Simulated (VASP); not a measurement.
# AlN (Fm-3m) in VASP: further runs

Aim: see how the results for AlN move with the level of theory and the settings. Levels: HSE06, PBE-based screened hybrid with 40 % exact exchange, PBE. Tasks: single point.

All numbers are computed with VASP 6.6.1; they aren't measurements. Logs are shortened: lines on timing, memory, paths and dates and some standing lists are left out, and cuts for length are marked.

### Step 1. The cell of the first run

Symmetry: Fm-3m, No. 225, cubic system. The conventional cell has a = 4.149 Å, b = 4.149 Å, c = 4.149 Å, α = 90.00°, β = 90.00°, γ = 90.00°. Within 2.7 Å of Al (site symmetry m-3m) lie 6 N at 2.07 Å. Within 2.7 Å of N (site symmetry m-3m) lie 6 Al at 2.07 Å.

### Step 2. Single point, HSE06

File POSCAR:

```
AlN
1.0
    0.0000000000      2.0744206402      2.0744206402
    2.0744206402      0.0000000000      2.0744206402
    2.0744206402      2.0744206402      0.0000000000
Al N
1 1
Direct
    0.5000000000      0.5000000000      0.5000000000
    0.0000000000      0.0000000000      0.0000000000
```

File INCAR.step1:

```
PREC = Accurate
ENCUT = 520
EDIFF = 1E-5
ISMEAR = -1
SIGMA = 0.05
LREAL = F
LASPH = T
NELM = 60
ALGO = Normal
ISIF = 2
LWAVE = T
LCHARG = F
NBANDS = 11
GGA = PE
```

File INCAR.step2:

```
PREC = Accurate
ENCUT = 520
EDIFF = 1E-7
ISMEAR = -1
SIGMA = 0.05
LREAL = F
LASPH = T
NELM = 60
ALGO = Normal
ISIF = 2
LWAVE = F
LCHARG = F
GGA = PE
LHFCALC = T
HFSCREEN = 0.2079
PRECFOCK = Normal
NBANDS = 11
ISTART = 1
```

File KPOINTS:

```
regular mesh
0
Gamma
  6 6 6
```

Potentials or basis: VASP PAW PBE potentials, release 64 (Al, N).

Started as:

```
$ cat potpaw_PBE.64/Al/POTCAR potpaw_PBE.64/N/POTCAR > POTCAR
$ cp INCAR.step1 INCAR
$ mpirun -np 1 vasp_std > vasp.out
$ cp INCAR.step2 INCAR
$ mpirun -np 1 vasp_std > vasp.out
```

OUTCAR:

```text
PREC = Accurate
   ENCUT = 520
   EDIFF = 1E-7
   ISMEAR = -1
   LREAL = F
   LASPH = T
   NELM = 60
   ISIF = 2
   GGA = PE
   LHFCALC = T
   HFSCREEN = 0.2079
   PRECFOCK = Normal
   ISTART = 1

 ion  position               nearest neighbor table
   1  0.500  0.500  0.500-   2 2.07   2 2.07   2 2.07   2 2.07   2 2.07   2 2.07
   2  0.000  0.000  0.000-   1 2.07   1 2.07   1 2.07   1 2.07   1 2.07   1 2.07

  LATTYP: Found a face centered cubic cell.
 ALAT       =     4.1488412804

  Lattice vectors:

 A1 = (   0.0000000000,   2.0744206402,   2.0744206402)
 A2 = (   2.0744206402,   0.0000000000,   2.0744206402)
 A3 = (   2.0744206402,   2.0744206402,   0.0000000000)

Analysis of symmetry for initial positions (statically):
=====================================================================
 Subroutine PRICEL returns:
 Original cell was already a primitive cell.

 Routine SETGRP: Setting up the symmetry group for a
 face centered cubic supercell.

 Subroutine GETGRP returns: Found 48 space group operations
 (whereof 48 operations were pure point group operations)
 out of a pool of 48 trial point group operations.

The static configuration has the point symmetry O_h .

Analysis of symmetry for dynamics (positions and initial velocities):
=====================================================================
 Subroutine PRICEL returns:
 Original cell was already a primitive cell.

 Routine SETGRP: Setting up the symmetry group for a
 face centered cubic supercell.

 Subroutine GETGRP returns: Found 48 space group operations
 (whereof 48 operations were pure point group operations)
 out of a pool of 48 trial point group operations.

The dynamic configuration has the point symmetry O_h .

 Subroutine INISYM returns: Found 48 space group operations
 (whereof 48 operations are pure point group operations),
 and found     1 'primitive' translations

----------------------------------------------------------------------------------------

                                     Primitive cell

  volume of cell :      17.8534

  direct lattice vectors                    reciprocal lattice vectors
     0.000000000  2.074420640  2.074420640    -0.241031154  0.241031154  0.241031154
     2.074420640  0.000000000  2.074420640     0.241031154 -0.241031154  0.241031154
     2.074420640  2.074420640  0.000000000     0.241031154  0.241031154 -0.241031154

  length of vectors
     2.933673803  2.933673803  2.933673803     0.417478204  0.417478204  0.417478204

  position of ions in fractional coordinates (direct lattice)
     0.500000000  0.500000000  0.500000000
     0.000000000  0.000000000  0.000000000

  ion indices of the primitive-cell ions
   primitive index   ion index
                 1           1
                 2           2

----------------------------------------------------------------------------------------

 KPOINTS: regular mesh

Automatic generation of k-mesh.
 Grid dimensions read from file:
 generate k-points for:    6    6    6

 Generating k-lattice:

  Cartesian coordinates                     Fractional coordinates (reciprocal lattice)
    -0.040171859  0.040171859  0.040171859     0.166666667  0.000000000  0.000000000
     0.040171859 -0.040171859  0.040171859     0.000000000  0.166666667  0.000000000
     0.040171859  0.040171859 -0.040171859     0.000000000  0.000000000  0.166666667

  Length of vectors
     0.069579701  0.069579701  0.069579701

  Shift w.r.t. Gamma in fractional coordinates (k-lattice)
     0.000000000  0.000000000  0.000000000

 Subroutine IBZKPT returns following result:
 ===========================================

 Found     16 irreducible k-points:

 Following reciprocal coordinates:
            Coordinates               Weight
  0.000000  0.000000  0.000000      1.000000
  0.166667  0.000000  0.000000      8.000000
  0.333333  0.000000  0.000000      8.000000
  0.500000  0.000000  0.000000      4.000000
  0.166667  0.166667  0.000000      6.000000
  0.333333  0.166667  0.000000     24.000000
[... 8 lines left out ...]
 -0.333333  0.333333  0.166667     24.000000
 -0.333333  0.500000  0.166667     12.000000
   k-points           NKPTS =     16   k-points in BZ     NKDIM =    216   number of bands    NBANDS=     11
   number of dos      NEDOS =    301   number of ions     NIONS =      2
   total plane-waves  NPLWV =  13824
   dimension x,y,z NGX =    24 NGY =   24 NGZ =   24
   dimension x,y,z NGXF=    48 NGYF=   48 NGZF=   48
   ions per type =               1   1
   NGX,Y,Z   is equivalent  to a cutoff of  13.60, 13.60, 13.60 a.u.
   NGXF,Y,Z  is equivalent  to a cutoff of  27.20, 27.20, 27.20 a.u.
 SYSTEM =  unknown system
   PREC   = accura    normal or accurate (medium, high low for compatibility)
   ISTART =      1    job   : 0-new  1-cont  2-samecut
   ICHARG =      0    charge: 1-file 2-atom 10-const
   ISPIN  =      1    spin polarized calculation?
   LNONCOLLINEAR =      F non collinear calculations
   LSORBIT =      F    spin-orbit coupling
   LASPH  =      T    aspherical Exc in radial PAW
   ENCUT  =  520.0 eV  38.22 Ry    6.18 a.u.   5.45  5.45  5.45*2*pi/ulx,y,z
   NELM   =     60;   NELMIN=  2; NELMDL=  0     # of ELM steps
   EDIFF  = 0.1E-06   stopping-criterion for ELM
   LREAL  =      F    real-space projection
   EDIFFG = 0.1E-05   stopping-criterion for IOM
   NSW    =      0    number of steps for IOM
   IBRION =     -1    ionic relax: 0-MD 1-quasi-New 2-CG
   NFREE  =      0    steps in history (QN), initial steepest desc. (CG)
   ISIF   =      2    stress and relaxation
   ISYM   =      3    0-nonsym 1-usesym 2-fastsym
   POTIM  = 0.5000    time-step for ionic-motion
   TEBEG  =    0.0;   TEEND  =   0.0 temperature during run
   PSTRESS=    0.0 pullay stress
   NELECT =       8.0000    total number of electrons
   NUPDOWN=      -1.0000    fix difference up-down
   EMIN   =  10.00;   EMAX   =-10.00  energy-range for DOS
   EFERMI =   0.00;   METHOD = LEGACY
   ISMEAR =    -1;   SIGMA  =   0.05  broadening in eV -4-tet -1-fermi 0-gaus
   EFERMI_NEDOS =   21; number of points for ismear=-14 and -15
   IALGO  =     38    algorithm
   IMIX   =      1    mixing-type and parameters
     AMIX     =   0.40;   BMIX     =  1.00
     AMIX_MAG =   1.60;   BMIX_MAG =  1.00
  volume/ion in A,a.u.               =       8.93        60.24
  Fermi-wavevector in a.u.,A,eV,Ry     =   1.252751  2.367356 21.352771  1.569384
  Thomas-Fermi vector in A             =   2.386636
   LORBIT       =      0    0 simple, 1 ext, 2 COOP (PROOUT), +10 PAW based schemes
   GGA     = PE    functional components
   LHFCALC =     T    Hartree Fock is set to
   PRECFOCK=normal    Normal, Fast or Accurate (Low or Medium for compatibility)
   ENCUT4O =  -1.0   cutoff for four orbital integrals eV
   NKREDX  =     1    reduce k-point grid by
   NKREDY  =     1    reduce k-point grid by
   NKREDZ  =     1    reduce k-point grid by
   AEXX    =    0.2500 exact exchange contribution
   HFSCREEN=    0.2079 screening length (either q_TF or 0.3 A-1)
   HFSCREENC=   0.2079 screening length for correlation (either q_TF or 0.3 A-1)
   ENCUTFOCK=  -1.0 apply spherical cutoff to Coloumb kernel
   IVDW    =     0    specifies the selected vdW correction
   LEPSILON=     F    determine dielectric tensor
   LRPA    =     F    only Hartree local field effects (RPA)
 non-spin polarized calculation
  energy-cutoff  :      520.00
  volume of cell :       17.85
 maximum number of plane-waves:       531
 NGX is ok and might be reduce to    24
  NGX = 18; NGY = 18; NGZ = 18

 number of electron       8.0000002 magnetization

 Free energy of the ion-electron system (eV)
  ---------------------------------------------------
  ext. energy  EPLUGINS =         0.00000000
  ---------------------------------------------------
  free energy    TOTEN  =       -17.02945985 eV

  energy without entropy =      -17.02945985  energy(sigma->0) =      -17.02945985

 E-fermi :   9.1469     XC(G=0):  -9.7809

 val. band max:        8.1664639291   @ k =   0.0000   0.0000   0.0000
 cond. band min:      13.3445191186   @ k =   0.5000   0.5000   0.0000
 fundamental gap:      5.1780551895
 Fermi energy:         9.1469102740

 k-point     1 :       0.0000    0.0000    0.0000
  band No.  band energies     occupation
      1     -10.3484      2.00000
      2       8.1665      2.00000
      3       8.1665      2.00000
      4       8.1665      2.00000
      5      14.1878      0.00000
      6      21.6634      0.00000
      7      21.6634      0.00000
      8      21.6634      0.00000
      9      26.6326      0.00000
     10      27.2435      0.00000
     11      27.2435      0.00000

 k-point     2 :       0.1667    0.0000    0.0000
  band No.  band energies     occupation
      1      -9.7889      2.00000
      2       5.6493      2.00000
      3       7.8771      2.00000
      4       7.8771      2.00000
      5      15.5600      0.00000
      6      20.1504      0.00000
      7      22.0873      0.00000
      8      22.0873      0.00000
      9      24.8007      0.00000
     10      24.8007      0.00000
     11      26.8153      0.00000

 k-point     3 :       0.3333    0.0000    0.0000
  band No.  band energies     occupation
      1      -8.3188      2.00000
      2       1.7332      2.00000
      3       7.3727      2.00000
      4       7.3727      2.00000
      5      15.5290      0.00000
      6      20.7807      0.00000
      7      20.7807      0.00000
      8      21.3514      0.00000
      9      25.5812      0.00000
     10      27.2335      0.00000
     11      27.2335      0.00000
[... 155 lines left out ...]
 k-point    15 :      -0.3333    0.3333    0.1667
  band No.  band energies     occupation
      1      -6.4302      2.00000
      2       1.2619      2.00000
      3       3.4083      2.00000
      4       5.4680      2.00000
      5      17.1389      0.00000
      6      18.5566      0.00000
      7      20.9687      0.00000
      8      22.2717      0.00000
      9      27.2482      0.00000
     10      28.3938      0.00000
     11      34.0250      0.00000

 k-point    16 :      -0.3333    0.5000    0.1667
  band No.  band energies     occupation
      1      -6.1464      2.00000
      2       1.4797      2.00000
      3       3.6193      2.00000
      4       4.4352      2.00000
      5      15.7871      0.00000
      6      17.7835      0.00000
      7      22.0312      0.00000
      8      22.6794      0.00000
      9      27.1837      0.00000
     10      30.8420      0.00000
     11      34.0403      0.00000

------------------------ aborting loop because EDIFF is reached ----------------------------------------

  FORCE on cell =-STRESS in cart. coord.  units (eV):
  Direction    XX          YY          ZZ          XY          YZ          ZX
  --------------------------------------------------------------------------------------
  -------------------------------------------------------------------------------------
  Total       -2.2859273     -2.2859273     -2.2859273     -0.0000000      0.0000000     -0.0000000
  in kB     -205.1410295   -205.1410295   -205.1410295     -0.0000000      0.0000000     -0.0000000
  external PRESSURE =    -205.1410295 kB  Pullay stress =       0.0000000 kB

 VOLUME and BASIS-vectors are now :
 -----------------------------------------------------------------------------
  energy-cutoff  :      520.00
  volume of cell :       17.85
      direct lattice vectors                 reciprocal lattice vectors
     0.000000000  2.074420640  2.074420640    -0.241031154  0.241031154  0.241031154
     2.074420640  0.000000000  2.074420640     0.241031154 -0.241031154  0.241031154
     2.074420640  2.074420640  0.000000000     0.241031154  0.241031154 -0.241031154

 POSITION                                       TOTAL-FORCE (eV/Angst)
 -----------------------------------------------------------------------------------
      2.07442      2.07442      2.07442        -0.000000     -0.000000     -0.000000
      0.00000      0.00000      0.00000         0.000000      0.000000      0.000000
 -----------------------------------------------------------------------------------
    total drift:                                0.000022      0.000028      0.000028

  FREE ENERGIE OF THE ION-ELECTRON SYSTEM (eV)
  ---------------------------------------------------
  free  energy   TOTEN  =       -17.0294598474 eV

  energy  without entropy=      -17.0294598473  energy(sigma->0) =      -17.02945985
```

Wall time 7.8 min (1 thread of Intel Xeon Platinum 8259CL at 2.50GHz (Skylake/Cascade Lake), shared host); peak memory 0.24 GiB.

Results:

```
Free energy            : -17.0295 eV
Pressure               : -20.5 GPa
Band gap on the k mesh : 5.18 eV (least direct gap 6.02 eV)
```

Levels at points of the mesh, in eV from the valence-band top:
```
           k point  band 1  band 2  band 3  band 4  band 5  band 6  band 7  band 8  band 9
(0.00, 0.00, 0.00)  -18.51    0.00    0.00    0.00    6.02   13.50   13.50   13.50   18.47
(0.50, 0.00, 0.00)  -15.36   -8.50   -1.02   -1.02    7.00   11.92   11.92   14.28   17.14
(0.50, 0.50, 0.00)  -14.42   -7.48   -2.85   -2.85    5.18    6.69   15.24   18.21   18.21
```

Caveat: the k points lie up to 0.44 Å⁻¹ apart; the PAW data sets were made with another functional, which shifts forces and pressure a little. A k mesh can miss the band edges.

[end of part 1 of 2]
